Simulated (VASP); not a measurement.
# LiSi8O16 (a cell with a defect) in VASP: notebook

LiSi8O16 (a cell with a defect) is run at these levels: PBE; tasks: single point.

All numbers are computed with VASP 6.6.1; they aren't measurements. Logs are shortened: lines on timing, memory, paths and dates and some standing lists are left out, and cuts for length are marked.

### 1 The cell of the first run

The cell holds a defect, 25 atoms: a = 8.726 Å, b = 8.726 Å, c = 7.186 Å, α = 65.69°, β = 65.69°, γ = 48.63°.

### 2 Single point, PBE

INCAR reads:

```
SYSTEM = LiSi8O16
PREC = Accurate
ENCUT = 520
EDIFF = 1E-7
ISMEAR = -1
SIGMA = 0.01
LREAL = Auto
LASPH = .TRUE.
NELM = 100
ALGO = Normal
ISIF = 2
LWAVE = .FALSE.
LCHARG = .TRUE.
GGA = PE
LELF = .TRUE.
LVHAR = .TRUE.
NELECT = 130.0
NBANDS = 84
```

KPOINTS reads:

```
Automatic mesh
0
Gamma
  1 1 1
  0.25 0.25 0.25
```

POSCAR reads:

```
LiSi8O16
1.0
    0.0000000000      5.0813926900      7.0944098900
    5.0813926900      0.0000000000      7.0944098900
    5.0813926900      5.0813926900      0.0000000000
Si O Li
8 16 1
Direct
    0.2487321789      0.2544767167      0.4541582547
    0.7442608403      0.7550499005      0.9554471636
    0.0797952747      0.6713072131      0.1236054034
    0.5744363733      0.1719155373      0.6280268856
    0.4235229930      0.8336649798      0.3752446792
    0.9184253785      0.3360091437      0.8759621796
    0.0007056382      0.0020762809      0.2937042143
    0.5028052098      0.5023915920      0.7917247241
    0.0922648213      0.2345289384      0.6729243654
    0.5937166832      0.7329572706      0.1742587177
    0.4862477511      0.3460400906      0.7477136048
    0.9884727422      0.8442264485      0.2475824346
    0.4144293295      0.2673724291      0.4860924692
    0.9126484223      0.7757479220      0.9774779140
    0.2006780439      0.8749772162      0.4034544492
    0.7072395264      0.3690266050      0.8890446101
    0.0052654310      0.1718355590      0.0885541353
    0.5146507648      0.6677209061      0.5824232062
    0.3769436176      0.0517446273      0.3561927136
    0.8784037296      0.5513308235      0.8572223433
    0.2862542625      0.6416906777      0.9506714693
    0.8105736255      0.1027852517      0.4926370584
    0.1145029645      0.4614889268      0.2855528113
    0.6041368525      0.9640729452      0.7951002189
    0.0201793573     -0.0852977237      0.6999401838
```

Potentials or basis: VASP PAW PBE potentials, release 64 (Si, O, Li_sv).

On the command line:

```console
cat potpaw_PBE.64/Si/POTCAR potpaw_PBE.64/O/POTCAR potpaw_PBE.64/Li_sv/POTCAR > POTCAR
mpirun -np 1 vasp_std > vasp.out
```

OUTCAR:

```text
SYSTEM = LiSi8O16
   PREC = Accurate
   ENCUT = 520
   EDIFF = 1E-7
   ISMEAR = -1
   LREAL = Auto
   LASPH = .TRUE.
   NELM = 100
   ISIF = 2
   GGA = PE
   NELECT = 130.0

 ion  position               nearest neighbor table
   1  0.249  0.254  0.454-  19 1.62  13 1.63  23 1.63   9 1.64   4 3.10   3 3.12   5 3.12   6 3.14

   2  0.744  0.755  0.955-  10 1.62  20 1.62  24 1.62  14 1.67   5 3.10   4 3.11   6 3.11
   3  0.080  0.671  0.124-  23 1.61  12 1.62  21 1.63  14 1.67   1 3.12   7 3.14
   4  0.574  0.172  0.628-  13 1.62  11 1.62  24 1.62  22 1.66   1 3.10   2 3.11   8 3.15
   5  0.424  0.834  0.375-  19 1.62  10 1.62  18 1.62  15 1.66   2 3.10   8 3.12   1 3.12
   6  0.918  0.336  0.876-  20 1.62  16 1.63  17 1.64   9 1.64   2 3.11   8 3.12   7 3.13   1 3.14

   7  0.001  0.002  0.294-  17 1.61  12 1.62  22 1.65  15 1.66  25 2.75   6 3.13   3 3.14
   8  0.503  0.502  0.792-  11 1.62  18 1.62  16 1.62  21 1.64   5 3.12   6 3.12   4 3.15
   9  0.092  0.235  0.673-   6 1.64   1 1.64
  10  0.594  0.733  0.174-   5 1.62   2 1.62
  11  0.486  0.346  0.748-   4 1.62   8 1.62
  12  0.988  0.844  0.248-   7 1.62   3 1.62
  13  0.414  0.267  0.486-   4 1.62   1 1.63
  14  0.913  0.776  0.977-   3 1.67   2 1.67  25 2.07
  15  0.201  0.875  0.403-   7 1.66   5 1.66  25 2.06
  16  0.707  0.369  0.889-   8 1.62   6 1.63
  17  0.005  0.172  0.089-   7 1.61   6 1.64
  18  0.515  0.668  0.582-   5 1.62   8 1.62
  19  0.377  0.052  0.356-   5 1.62   1 1.62
  20  0.878  0.551  0.857-   2 1.62   6 1.62
  21  0.286  0.642  0.951-   3 1.63   8 1.64
  22  0.811  0.103  0.493-   7 1.65   4 1.66  25 2.13
  23  0.115  0.461  0.286-   3 1.61   1 1.63
  24  0.604  0.964  0.795-   2 1.62   4 1.62
  25  0.020  0.915  0.700-  15 2.06  14 2.07  22 2.13   7 2.75

  LATTYP: Found a body centered tetragonal cell.
 ALAT       =     7.1861744579
 C/A-ratio  =     1.9744608015

  Lattice vectors:

 A1 = (  -5.0813926900,   0.0000000000,   7.0944098900)
 A2 = (   5.0813926900,   0.0000000000,   7.0944098900)
 A3 = (   0.0000000000,   5.0813926900,  -7.0944098900)

Analysis of symmetry for initial positions (statically):
=====================================================================
 Subroutine PRICEL returns:
 Original cell was already a primitive cell.

 Routine SETGRP: Setting up the symmetry group for a
 body centered tetragonal supercell.

 Subroutine GETGRP returns: Found  1 space group operations
 (whereof  1 operations were pure point group operations)
 out of a pool of 16 trial point group operations.

The static configuration has the point symmetry C_1 .

Analysis of symmetry for dynamics (positions and initial velocities):
=====================================================================
 Subroutine PRICEL returns:
 Original cell was already a primitive cell.

 Routine SETGRP: Setting up the symmetry group for a
 body centered tetragonal supercell.

 Subroutine GETGRP returns: Found  1 space group operations
 (whereof  1 operations were pure point group operations)
 out of a pool of 16 trial point group operations.

The dynamic configuration has the point symmetry C_1 .

 Subroutine INISYM returns: Found  1 space group operations
 (whereof  1 operations are pure point group operations),
 and found     1 'primitive' translations

----------------------------------------------------------------------------------------

                                     Primitive cell

  volume of cell :     366.3632

  direct lattice vectors                    reciprocal lattice vectors
     0.000000000  5.081392690  7.094409890    -0.098398221  0.098398221  0.070478025
     5.081392690  0.000000000  7.094409890     0.098398221 -0.098398221  0.070478025
     5.081392690  5.081392690  0.000000000     0.098398221  0.098398221 -0.070478025

  length of vectors
     8.726465685  8.726465685  7.186174458     0.155985806  0.155985806  0.155985806

  position of ions in fractional coordinates (direct lattice)
     0.248732179  0.254476717  0.454158255
     0.744260840  0.755049900  0.955447164
     0.079795275  0.671307213  0.123605403
     0.574436373  0.171915537  0.628026886
     0.423522993  0.833664980  0.375244679
     0.918425378  0.336009144  0.875962180
[... 17 lines left out ...]
     0.604136852  0.964072945  0.795100219
     0.020179357  0.914702276  0.699940184

  ion indices of the primitive-cell ions
   primitive index   ion index
                 1           1
                 2           2
                 3           3
                 4           4
                 5           5
                 6           6
[... 17 lines left out ...]
                24          24
                25          25

----------------------------------------------------------------------------------------

 KPOINTS: Automatic mesh

Automatic generation of k-mesh.
 Grid dimensions read from file:
 generate k-points for:    1    1    1

 Generating k-lattice:

  Cartesian coordinates                     Fractional coordinates (reciprocal lattice)
    -0.098398221  0.098398221  0.070478025     1.000000000  0.000000000  0.000000000
     0.098398221 -0.098398221  0.070478025     0.000000000  1.000000000  0.000000000
     0.098398221  0.098398221 -0.070478025    -0.000000000 -0.000000000  1.000000000

  Length of vectors
     0.155985806  0.155985806  0.155985806

  Shift w.r.t. Gamma in fractional coordinates (k-lattice)
     0.250000000  0.250000000  0.250000000

 Subroutine IBZKPT returns following result:
 ===========================================

 Found      4 irreducible k-points:

 Following reciprocal coordinates:
            Coordinates               Weight
  0.250000  0.250000  0.250000      2.000000
  0.250000 -0.000000  0.000000      2.000000
 -0.000000 -0.000000 -0.250000      2.000000
 -0.000000  0.250000  0.000000      2.000000
   k-points           NKPTS =      4   k-points in BZ     NKDIM =      4   number of bands    NBANDS=     84
   number of dos      NEDOS =    301   number of ions     NIONS =     25
   total plane-waves  NPLWV = 264600
   dimension x,y,z NGX =    70 NGY =   70 NGZ =   54
   dimension x,y,z NGXF=   140 NGYF=  140 NGZF=  108
   ions per type =               8  16   1
   NGX,Y,Z   is equivalent  to a cutoff of  13.34, 13.34, 12.49 a.u.
   NGXF,Y,Z  is equivalent  to a cutoff of  26.67, 26.67, 24.98 a.u.
 SYSTEM =  LiSi8O16
   PREC   = accura    normal or accurate (medium, high low for compatibility)
   ISTART =      0    job   : 0-new  1-cont  2-samecut
   ICHARG =      2    charge: 1-file 2-atom 10-const
   ISPIN  =      1    spin polarized calculation?
   LNONCOLLINEAR =      F non collinear calculations
   LSORBIT =      F    spin-orbit coupling
   LASPH  =      T    aspherical Exc in radial PAW
   ENCUT  =  520.0 eV  38.22 Ry    6.18 a.u.  16.23 16.23 13.36*2*pi/ulx,y,z
   NELM   =    100;   NELMIN=  2; NELMDL= -5     # of ELM steps
   EDIFF  = 0.1E-06   stopping-criterion for ELM
   LREAL  =      T    real-space projection
   EDIFFG = 0.1E-05   stopping-criterion for IOM
   NSW    =      0    number of steps for IOM
   IBRION =     -1    ionic relax: 0-MD 1-quasi-New 2-CG
   NFREE  =      0    steps in history (QN), initial steepest desc. (CG)
   ISIF   =      2    stress and relaxation
   ISYM   =      2    0-nonsym 1-usesym 2-fastsym
   POTIM  = 0.5000    time-step for ionic-motion
   TEBEG  =    0.0;   TEEND  =   0.0 temperature during run
   PSTRESS=    0.0 pullay stress
   NELECT =     130.0000    total number of electrons
   NUPDOWN=      -1.0000    fix difference up-down
   EMIN   =  10.00;   EMAX   =-10.00  energy-range for DOS
   EFERMI =   0.00;   METHOD = LEGACY
   ISMEAR =    -1;   SIGMA  =   0.01  broadening in eV -4-tet -1-fermi 0-gaus
   EFERMI_NEDOS =   21; number of points for ismear=-14 and -15
   IALGO  =     38    algorithm
   IMIX   =      4    mixing-type and parameters
     AMIX     =   0.40;   BMIX     =  1.00
     AMIX_MAG =   1.60;   BMIX_MAG =  1.00
  volume/ion in A,a.u.               =      14.65        98.89
  Fermi-wavevector in a.u.,A,eV,Ry     =   1.159005  2.190202 18.276609  1.343293
  Thomas-Fermi vector in A             =   2.295602
   LORBIT       =      0    0 simple, 1 ext, 2 COOP (PROOUT), +10 PAW based schemes
   GGA     = PE    functional components
   LHFCALC =     F    Hartree Fock is set to
   AEXX    =    0.0000 exact exchange contribution
   IVDW    =     0    specifies the selected vdW correction
   LEPSILON=     F    determine dielectric tensor
   LRPA    =     F    only Hartree local field effects (RPA)
 non-spin polarized calculation
  energy-cutoff  :      520.00
  volume of cell :      366.36
 maximum number of plane-waves:      9873
 NGX is ok and might be reduce to    70
   NGX = 33   NGY = 33   NGZ = 27

 number of electron     129.9999997 magnetization

 Free energy of the ion-electron system (eV)
  ---------------------------------------------------
  ext. energy  EPLUGINS =         0.00000000
  ---------------------------------------------------
  free energy    TOTEN  =      -196.11860055 eV

  energy without entropy =     -196.11860055  energy(sigma->0) =     -196.11860055

 E-fermi :   0.2251     XC(G=0):  -8.1925

 val. band max:       -0.1280402504   @ k =   0.2500  -0.0000   0.0000
 cond. band min:       5.6952305769   @ k =  -0.0000  -0.0000  -0.2500
 fundamental gap:      5.8232708273
 Fermi energy:         0.2251215524

 k-point     1 :       0.2500    0.2500    0.2500
  band No.  band energies     occupation
      1     -43.8252      2.00000
      2     -19.3036      2.00000
      3     -18.8385      2.00000
      4     -18.6954      2.00000
      5     -18.6067      2.00000
      6     -18.3452      2.00000
[... 69 lines left out ...]
     76       9.2591      0.00000
     77       9.3621      0.00000

 k-point     2 :       0.2500   -0.0000    0.0000
  band No.  band energies     occupation
      1     -43.8252      2.00000
      2     -19.3016      2.00000
      3     -18.7968      2.00000
      4     -18.7613      2.00000
      5     -18.6148      2.00000
      6     -18.3108      2.00000
[... 69 lines left out ...]
     76       9.2939      0.00000
     77       9.3680      0.00000

 k-point     3 :      -0.0000   -0.0000   -0.2500
  band No.  band energies     occupation
      1     -43.8252      2.00000
      2     -19.3039      2.00000
      3     -18.8317      2.00000
      4     -18.6740      2.00000
      5     -18.6497      2.00000
      6     -18.3288      2.00000
[... 69 lines left out ...]
     76       9.3226      0.00000
     77       9.3806      0.00000

 k-point     4 :      -0.0000    0.2500    0.0000
  band No.  band energies     occupation
      1     -43.8252      2.00000
      2     -19.3068      2.00000
      3     -18.8260      2.00000
      4     -18.6512      2.00000
      5     -18.6414      2.00000
      6     -18.3980      2.00000
[... 69 lines left out ...]
     76       9.2623      0.00000
     77       9.3926      0.00000
 [bands above 77 left out]

------------------------ aborting loop because EDIFF is reached ----------------------------------------

  FORCE on cell =-STRESS in cart. coord.  units (eV):
  Direction    XX          YY          ZZ          XY          YZ          ZX
  --------------------------------------------------------------------------------------
  -------------------------------------------------------------------------------------
  Total       -7.3705136     -9.9333340     -8.7665705     -0.0074897     -0.7932882      0.5863169
  in kB      -32.2326896    -43.4404015    -38.3379178     -0.0327538     -3.4692037      2.5640777
  external PRESSURE =     -38.0036696 kB  Pullay stress =       0.0000000 kB

 VOLUME and BASIS-vectors are now :
 -----------------------------------------------------------------------------
  energy-cutoff  :      520.00
  volume of cell :      366.36
      direct lattice vectors                 reciprocal lattice vectors
     0.000000000  5.081392690  7.094409890    -0.098398221  0.098398221  0.070478025
     5.081392690  0.000000000  7.094409890     0.098398221 -0.098398221  0.070478025
     5.081392690  5.081392690  0.000000000     0.098398221  0.098398221 -0.070478025

 POSITION                                       TOTAL-FORCE (eV/Angst)
 -----------------------------------------------------------------------------------
      3.60085      3.57166      3.56997        -0.009870     -0.016109      0.004116
      8.69171      8.63688     10.63672        -0.012645     -0.001717      0.000586
      4.03926      1.03356      5.32863         0.026664     -0.022530     -0.004075
      4.06482      6.11019      5.29493         0.019392     -0.018040      0.004148
      6.14294      4.05885      8.91901        -0.016725      0.013917      0.002327
      6.15850      9.11799      8.89947        -0.018830      0.026428     -0.001787
[... 17 lines left out ...]
      8.93905      7.11007     11.12552         0.002094      0.011021      0.015100
      8.20463      3.65921      6.63243         0.008814     -0.000110      0.003425
 -----------------------------------------------------------------------------------
    total drift:                               -0.001980     -0.003390     -0.004716

  FREE ENERGIE OF THE ION-ELECTRON SYSTEM (eV)
  ---------------------------------------------------
  free  energy   TOTEN  =      -196.1186005522 eV

  energy  without entropy=     -196.1186005522  energy(sigma->0) =     -196.11860055
```

Run time: 6.1 min. Hardware: 1 thread of Intel Xeon Platinum 8488C (Sapphire Rapids), shared host; peak memory 0.57 GiB.

Results:

- Free energy: -196.1186 eV
- Largest force: 0.035 eV/Å

Forces on the atoms (eV/Å):
```
Si  -0.010 -0.016  0.004
Si  -0.013 -0.002  0.001
Si   0.027 -0.023 -0.004
Si   0.019 -0.018  0.004
Si  -0.017  0.014  0.002
Si  -0.019  0.026 -0.002
Si   0.008  0.013 -0.007
Si   0.012  0.009 -0.005
O   -0.002 -0.003  0.012
O    0.006 -0.005  0.011
O    0.001  0.003  0.019
O   -0.006  0.006  0.017
O   -0.002 -0.002 -0.013
O   -0.003  0.002 -0.011
O   -0.003 -0.005  0.000
O    0.002 -0.001  0.002
O   -0.005 -0.014 -0.005
O   -0.001 -0.002 -0.016
O   -0.001 -0.003 -0.004
O    0.001 -0.003 -0.002
O   -0.013 -0.004 -0.006
O    0.001 -0.004 -0.020
O    0.006  0.019  0.004
O    0.002  0.011  0.015
Li   0.009  0.000  0.003
```

Caveat: the cell carries a net charge on a neutralising background, which shifts energy and pressure; the cell is charged against a uniform background, so pressure and absolute levels hang on convention; the cutoff is under 1.25 times the usual one of these potentials, so pressure, stress and relaxed cells hold a basis-set (Pulay) error.

[end of part 1 of 2]
